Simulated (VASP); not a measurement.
A run of VASP 6.6.1 is set up as follows.

Contents of INCAR:

```
SYSTEM = Sr
PREC = Accurate
ENCUT = 520
EDIFF = 1E-6
ISMEAR = -1
SIGMA = 0.05
LREAL = .FALSE.
LASPH = .TRUE.
NELM = 80
ALGO = Fast
ISIF = 2
LWAVE = .FALSE.
LCHARG = .TRUE.
GGA = PE
LELF = .TRUE.
LVHAR = .TRUE.
NBANDS = 17
```

The input KPOINTS:

```
Automatic mesh
0
G
  7 7 4
  0 0 0
```

The input POSCAR:

```
Sr
1.0
    4.3100000000      0.0000000000      0.0000000000
   -2.1550000000      3.7325694903      0.0000000000
    0.0000000000      0.0000000000      7.0500000000
Sr
2
Direct
    0.6661090000      0.3327220000      0.7515000000
    0.3467070000      0.6708060000      0.2417400000
```

Potentials or basis: VASP PAW PBE potentials, release 64 (Sr_sv).

Command:

```bash
$ cat potpaw_PBE.64/Sr_sv/POTCAR > POTCAR
$ mpirun -np 1 vasp_std > vasp.out
```

What does it give for the largest force?

0.089 eV/Å.

Estimate the band gap on the k mesh.

zero (band 10 reaches 1.58 eV, above the bottom of band 11 at 1.48 eV).

Forces on the atoms (eV/Å):
```
Sr   0.014  0.004 -0.088
Sr  -0.014 -0.004  0.088
```

Caveat: the cell differs from its parent crystal (atoms moved at random).
